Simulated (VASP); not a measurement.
Write the native input for VASP 6.6.1 that does the following.

- Task: single point
- Functional: r2SCAN
- Potentials or basis: VASP PAW PBE potentials, release 64 (Ga_d, N)
- Cutoff: 520 eV
- k mesh: 12 × 12 × 6
- Occupations: gaussian, width 0.05 eV
- Spin: no spin polarisation
- Dipole correction: no
- Further INCAR settings: ALGO = Normal; EDIFF = 1e-06; NBANDS = 26

The system is GaN.

```xyz
4
Lattice="3.2696 0.0000 0.0000 -1.6348 2.8316 0.0000 0.0000 0.0000 4.8867" Properties=species:S:1:pos:R:3 pbc="T T T"
Ga    0.0000    1.8877    0.0000
Ga    1.6348    0.9439    2.4433
N     0.0000    1.8877    1.8325
N     1.6348    0.9439    4.2758
```

This cell differs from its parent crystal: ratio of the length along z to the lengths across it x 0.92, volume and fractional coordinates fixed.

These files were run (other wordings do the same):

POSCAR

```
GaN
1.0
    3.2696238891      0.0000000000      0.0000000000
   -1.6348119446      2.8315773488      0.0000000000
    0.0000000000      0.0000000000      4.8866693426
Ga N
2 2
Direct
    0.3333333333      0.6666666667      0.0000000000
    0.6666666667      0.3333333333      0.5000000000
    0.3333333333      0.6666666667      0.3750000000
    0.6666666667      0.3333333333      0.8750000000
```

INCAR.step1

```
PREC     = Accurate       # precision mode
ENCUT    = 520            # plane-wave cutoff, eV
ISMEAR   = 0              # smearing method
SIGMA    = 0.05           # smearing width, eV
LREAL    = F              # projectors in reciprocal space
LASPH    = T              # aspherical terms in the spheres
NELM     = 80             # most SCF steps
NBANDS   = 26             # bands
GGA      = PE             # functional
ALGO     = Normal         # electronic algorithm
EDIFF    = 1E-4           # SCF threshold, eV
LWAVE    = T              # write WAVECAR
LCHARG   = F              # write CHGCAR
```

INCAR.step2

```
PREC     = Accurate       # precision mode
ENCUT    = 520            # plane-wave cutoff, eV
EDIFF    = 1E-6           # SCF threshold, eV
ISMEAR   = 0              # smearing method
SIGMA    = 0.05           # smearing width, eV
LREAL    = F              # projectors in reciprocal space
LASPH    = T              # aspherical terms in the spheres
NELM     = 80             # most SCF steps
ALGO     = Normal         # electronic algorithm
ISIF     = 2              # what is computed and relaxed
LWAVE    = F              # write WAVECAR
LCHARG   = F              # write CHGCAR
METAGGA  = R2SCAN         # meta-GGA
LMIXTAU  = T            
NBANDS   = 26             # bands
ISTART   = 1
```

KPOINTS

```
regular mesh
0
Gamma
  12 12 6
```

Potentials or basis: VASP PAW PBE potentials, release 64 (Ga_d, N).

Launch:

```bash
$ cat potpaw_PBE.64/Ga_d/POTCAR potpaw_PBE.64/N/POTCAR > POTCAR
$ cp INCAR.step1 INCAR
$ mpirun -np 1 vasp_std > vasp.out
$ cp INCAR.step2 INCAR
$ mpirun -np 1 vasp_std > vasp.out
```

It gave:

```json
{"Pressure": "4.6 GPa", "Largest force": "1.515 eV/Å", "Band gap on the k mesh": "2.33 eV"}
```

Caveat: the stress differs along the axes, from -9 to 31 GPa; the PAW data sets were made with another functional, which shifts forces and pressure a little.

Run time: 94 s on 1 thread of Intel(R) Xeon(R) 6975P-C (Granite Rapids) (shared host), peak memory 0.21 GiB.
